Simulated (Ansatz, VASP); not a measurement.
# Al2O3: VASP beside Ansatz

The input INCAR:

```
PREC     = Accurate       # precision mode
ENCUT    = 520            # plane-wave cutoff, eV
EDIFF    = 1E-6           # SCF threshold, eV
ISMEAR   = 0              # smearing method
SIGMA    = 0.05           # smearing width, eV
LREAL    = False          # projectors in reciprocal space
LASPH    = True           # aspherical terms in the spheres
NELM     = 100            # most SCF steps
ALGO     = Normal         # electronic algorithm
ISIF     = 2              # what is computed and relaxed
LWAVE    = False          # write WAVECAR
LCHARG   = False          # write CHGCAR
GGA      = PE             # functional
NBANDS   = 35             # bands
```

The input KPOINTS:

```
Automatic mesh
0
Gamma
  6 6 6
```

POSCAR

```
Al2O3
1.0
    2.3154001364      1.3367968920      4.2124096416
   -2.3154001364      1.3367968920      4.2124096416
    0.0000000000     -2.6735937841      4.2124096416
Al O
4 6
Direct
    0.8521293568      0.8521293568      0.8521293568
    0.6478706432      0.6478706432      0.6478706432
    0.1478706432      0.1478706432      0.1478706432
    0.3521293568      0.3521293568      0.3521293568
    0.0561574040      0.4438425960      0.7500000000
    0.7500000000      0.0561574040      0.4438425960
    0.4438425960      0.7500000000      0.0561574040
    0.9438425960      0.5561574040      0.2500000000
    0.2500000000      0.9438425960      0.5561574040
    0.5561574040      0.2500000000      0.9438425960
```

Input for Ansatz:

```yaml
crystal:
  lattice:
    - [2.3154001364, 1.336796892, 4.2124096416]
    - [-2.3154001364, 1.336796892, 4.2124096416]
    - [0.0, -2.6735937841, 4.2124096416]
  atoms:
    - { symbol: Al, position: [0.8521293568, 0.8521293568, 0.8521293568] }
    - { symbol: Al, position: [0.6478706432, 0.6478706432, 0.6478706432] }
    - { symbol: Al, position: [0.1478706432, 0.1478706432, 0.1478706432] }
    - { symbol: Al, position: [0.3521293568, 0.3521293568, 0.3521293568] }
    - { symbol: O, position: [0.056157404, 0.443842596, 0.75] }
    - { symbol: O, position: [0.75, 0.056157404, 0.443842596] }
    - { symbol: O, position: [0.443842596, 0.75, 0.056157404] }
    - { symbol: O, position: [0.943842596, 0.556157404, 0.25] }
    - { symbol: O, position: [0.25, 0.943842596, 0.556157404] }
    - { symbol: O, position: [0.556157404, 0.25, 0.943842596] }
basis:
  ecutwfc: 520.0
kpoints:
  mp_grid: { grid: [6, 6, 6] }
hamiltonian:
  xc: pbe
  pseudopotentials: { kind: paw, azcp: { folder: soft_1 } }
scf:
  occupations: { method: gaussian, width: 0.05 }
output:
  forces: true
  stress: true
  eigenvalues: true
  write_density: true
  write_potential: true
  elf: true
  volumetric_format: npy
```

Alike in both runs: task single point; functional PBE; k mesh 6 × 6 × 6; occupations gaussian, width 0.05 eV; no spin polarisation.

|  | VASP | Ansatz |
| --- | --- | --- |
| version | VASP 6.6.1 | Ansatz 0.2.0 |
| potentials or method | VASP PAW PBE potentials, release 64 (Al, O), cutoff 520 eV | scalar-relativistic, plane waves, PAW |
| valence electrons in the cell | 48 | 48 |

```tsv
	VASP	Ansatz	Ansatz less VASP
gap on the k mesh at the Fermi level (eV)	7.30	7.30	-0.003
least direct gap on the mesh (eV)	7.30	7.30	-0.003
rms of the force components (eV/Å)	0.063	0.063	+0.0004
```

Atom by atom the forces differ by 0.005 eV/Å (rms over components).
